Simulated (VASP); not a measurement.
SnSe: single point with PBE

SnSe:

```
Sn Se
1.0
     2.12367   -5.90403    0.00000
     2.12367    5.90403    0.00000
     0.00000    0.00000    4.22886
Sn Se
2 2
Direct
  0.87410 0.12590 0.25000
  0.12590 0.87410 0.75000
  0.64510 0.35490 0.25000
  0.35490 0.64510 0.75000
```

```
Program             : VASP 6.6.1
Task                : single point
Functional          : PBE
Potentials or basis : VASP PAW PBE potentials, release 64 (Sn_d, Se)
Cutoff              : 520 eV
k mesh              : 6 × 6 × 6
Occupations         : fermi-dirac, width 0.02 eV
Spin                : no spin polarisation
```

```yaml
Pressure: 2.1 GPa
Largest_force: 0.211 eV/Å
Band_gap_on_the_k_mesh: 0.13 eV (least direct gap 0.32 eV)
```

Forces on the atoms (eV/Å):
```
Sn   0.000 -0.176  0.000
Sn   0.000  0.176  0.000
Se   0.000  0.211  0.000
Se   0.000 -0.211  0.000
```

Stress tensor (GPa, compression positive):
```
1.85 0.00 0.00
0.00 2.39 0.00
0.00 0.00 1.96
```

Levels at points of the mesh, in eV from the valence-band top:
| k point | band 17 | band 18 | band 19 | band 20 | band 21 | band 22 | band 23 | band 24 |
| --- | --- | --- | --- | --- | --- | --- | --- | --- |
| (0.00, 0.00, 0.00) | -3.32 | -2.48 | -1.86 | -0.68 | 3.35 | 3.86 | 3.92 | 4.61 |
| (0.50, 0.00, 0.00) | -2.05 | -1.79 | -0.70 | -0.38 | 1.13 | 1.14 | 1.20 | 2.18 |
| (0.50, 0.50, 0.00) | -2.43 | -2.23 | -1.93 | -0.72 | 0.13 | 3.44 | 3.49 | 4.01 |
| (0.00, 0.00, 0.50) | -1.91 | -1.91 | -0.40 | -0.40 | 0.74 | 0.74 | 1.42 | 1.42 |
| (0.50, 0.00, 0.50) | -4.01 | -4.01 | -1.91 | -1.91 | 2.37 | 2.37 | 4.83 | 4.83 |
| (0.50, 0.50, 0.50) | -1.81 | -1.81 | -1.12 | -1.12 | 1.45 | 1.45 | 1.96 | 1.96 |

Wall time 3.8 min on 1 thread of Intel Xeon 8259CL, with other jobs on the host, peak memory 0.33 GiB.

Caveat: spin-orbit coupling is left out, which moves the levels of the heavy elements. A k mesh can miss the band edges.
